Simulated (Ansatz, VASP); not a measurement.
**Two plane-wave programs on Rb3Sb5**

File INCAR:

```
SYSTEM = Rb3Sb5
PREC = Accurate ; ENCUT = 520
EDIFF = 1E-7 ; ISMEAR = 0
SIGMA = 0.1 ; LREAL = .False.
LASPH = .True. ; NELM = 60
ALGO = Normal ; ISIF = 2
LWAVE = .False. ; LCHARG = .True.
GGA = PE ; LELF = .True.
LVHAR = .True. ; NBANDS = 36
```

KPOINTS

```
Automatic mesh
0
Gamma
  4 4 4
  0 0 0
```

File POSCAR:

```
Rb3Sb5
1.0
   -4.0689472800      4.0689472800      4.0689472800
    4.0689472800     -4.0689472800      4.0689472800
    4.0689472800      4.0689472800     -4.0689472800
Rb Sb
3 5
Direct
    0.0000000000      0.5000000000      0.5000000000
    0.5000000000      0.5000000000      0.0000000000
    0.5000000000      0.0000000000      0.5000000000
    0.0000000000      0.0000000000      0.0000000000
    0.0000000000      0.0000000000      0.5000000000
    0.0000000000      0.5000000000      0.0000000000
    0.5000000000      0.0000000000      0.0000000000
    0.5000000000      0.5000000000      0.5000000000
```

Input for Ansatz:

```yaml
crystal:
  lattice:
    - [-4.06894728, 4.06894728, 4.06894728]
    - [4.06894728, -4.06894728, 4.06894728]
    - [4.06894728, 4.06894728, -4.06894728]
  atoms:
    - { symbol: Rb, position: [0.0, 0.5, 0.5] }
    - { symbol: Rb, position: [0.5, 0.5, 0.0] }
    - { symbol: Rb, position: [0.5, 0.0, 0.5] }
    - { symbol: Sb, position: [0.0, 0.0, 0.0] }
    - { symbol: Sb, position: [0.0, 0.0, 0.5] }
    - { symbol: Sb, position: [0.0, 0.5, 0.0] }
    - { symbol: Sb, position: [0.5, 0.0, 0.0] }
    - { symbol: Sb, position: [0.5, 0.5, 0.5] }
basis:
  ecutwfc: 420
kpoints:
  mp_grid: { grid: [4, 4, 4] }
hamiltonian:
  xc: pbe
scf:
  occupations: { method: gaussian, width: 0.1 }
  lower_state_search: "off"
output:
  forces: true
  stress: true
  eigenvalues: true
```

Change from the starting cell: species swapped into the Fe5Co3 type (Im-3m, No. 229).

Alike in both runs: task single point; functional PBE; k mesh 4 × 4 × 4; occupations gaussian, width 0.1 eV; no spin polarisation.

|  | VASP | Ansatz |
| --- | --- | --- |
| version | VASP 6.6.1 | Ansatz 0.2.0 |
| potentials or method | VASP PAW PBE potentials, release 64 (Rb_sv, Sb), cutoff 520 eV | scalar-relativistic, plane waves, PAW |
| valence electrons in the cell | 52 | 102 |

```tsv
	VASP	Ansatz	Ansatz less VASP
gap on the k mesh at the Fermi level (eV)	none	none	-
pressure (GPa)	0.9	0.9	0.00
```

A gap of «none» marks a metal or a gap that the smearing closes. The functional is the same, so the differences come from potentials, cutoffs and numerics. VASP's potentials hold 52 valence electrons a cell and Ansatz's 102, so a difference there can come from the potentials and not from the codes.

Neither program's run includes spin-orbit coupling.
